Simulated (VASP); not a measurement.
## Al2InAs3: relaxation of cell and atoms with PBE

The system is Al2InAs3.

```
Al In As
1.0
     3.92589    0.00000    0.00000
    -1.96295    3.39992    0.00000
     0.00000    0.00000    9.61643
Al In As
2 1 3
Direct
  0.33333 0.66667 0.66667
  0.66667 0.33333 0.33333
  0.00000 0.00000 0.00000
  0.00000 0.00000 0.75000
  0.33333 0.66667 0.41667
  0.66667 0.33333 0.08333
```

```yaml
Program: VASP 6.6.1
Task: relaxation of cell and atoms
Functional: PBE
Potentials_or_basis: VASP PAW PBE potentials, release 64 (Al, In_d, As)
Cutoff: 600 eV
k_mesh: 6 × 6 × 2
Occupations: gaussian, width 0.1 eV
Spin: no spin polarisation
Dipole_correction: no
Further_INCAR_settings: ALGO = Normal; EDIFF = 1e-06; IBRION = 2; EDIFFG = -0.04; NSW = 90; ISIF = 3
```

```
Relaxed volume                        : 25.42 Å³/atom
Relaxed cell                          : a = 4.158 Å, b = 4.158 Å, c = 10.188 Å, α = 90.00°, β = 90.00°, γ = 120.00°
Space group after relaxing (to 0.1 Å) : P3m1 (No. 156)
Energy gained by relaxing             : 217.5 meV/atom
Ionic steps                           : 9
Pressure after relaxing               : 0.0 GPa
Largest force after relaxing          : 0.014 eV/Å
Band gap on the k mesh                : 0.65 eV
```

Forces on the atoms (eV/Å):
```
Al   0.000  0.000  0.014
Al   0.000  0.000 -0.003
In   0.000  0.000 -0.001
As   0.000  0.000  0.004
As   0.000  0.000 -0.005
As   0.000  0.000 -0.010
```

The path:
| step | energy change (eV) | largest force (eV/Å) | pressure (GPa) | volume (Å³) |
| --- | --- | --- | --- | --- |
| 1 | 0.0000 | 2.0371 | 16.50 | 128.36 |
| 2 | -0.8447 | 0.3984 | -5.67 | 173.80 |
| 3 | -1.2382 | 0.6008 | -0.42 | 154.32 |
| 4 | -1.2380 | 0.6203 | -0.21 | 153.77 |
| 5 | -1.2695 | 0.3727 | -0.02 | 153.06 |
| 6 | -1.2964 | 0.3547 | 0.47 | 151.50 |
| 7 | -1.3033 | 0.1130 | -0.23 | 153.14 |
| 8 | -1.3045 | 0.0890 | -0.04 | 152.68 |
| 9 | -1.3052 | 0.0143 | 0.02 | 152.55 |

Final structure:
```xyz
6
Lattice="4.1581 0.0000 0.0000 -2.0791 3.6010 0.0000 0.0000 0.0000 10.1876" Properties=species:S:1:pos:R:3 pbc="T T T"
Al    0.0000    2.4007    6.7279
Al    2.0791    1.2003    3.4658
In    0.0000    0.0000   10.1709
As    0.0000    0.0000    7.5008
As    0.0000    2.4007    4.2433
As    2.0791    1.2003    1.0012
```

Levels at points of the mesh, in eV from the valence-band top:
| k point | band 14 | band 15 | band 16 | band 17 | band 18 | band 19 | band 20 | band 21 |
| --- | --- | --- | --- | --- | --- | --- | --- | --- |
| (0.00, 0.00, 0.00) | -0.89 | -0.32 | 0.00 | 0.00 | 0.65 | 1.34 | 1.75 | 3.75 |
| (0.50, 0.00, 0.00) | -2.37 | -2.23 | -1.65 | -1.23 | 1.23 | 1.88 | 2.29 | 2.56 |
| (0.00, 0.00, 0.50) | -0.79 | -0.79 | -0.09 | -0.09 | 1.27 | 1.66 | 1.98 | 4.02 |
| (0.50, 0.00, 0.50) | -2.33 | -1.97 | -1.10 | -0.98 | 1.27 | 1.55 | 2.15 | 3.19 |

Run time: 2.4 min on 1 thread of Intel(R) Xeon(R) 6975P-C (Granite Rapids), on a shared host, peak memory 0.31 GiB.

Caveat: the volume moved by over 15 % at a fixed basis, so the end points are rough; semilocal functionals underestimate gaps, and a narrow one can read as zero; spin-orbit coupling is left out, which moves the levels of the heavy elements.
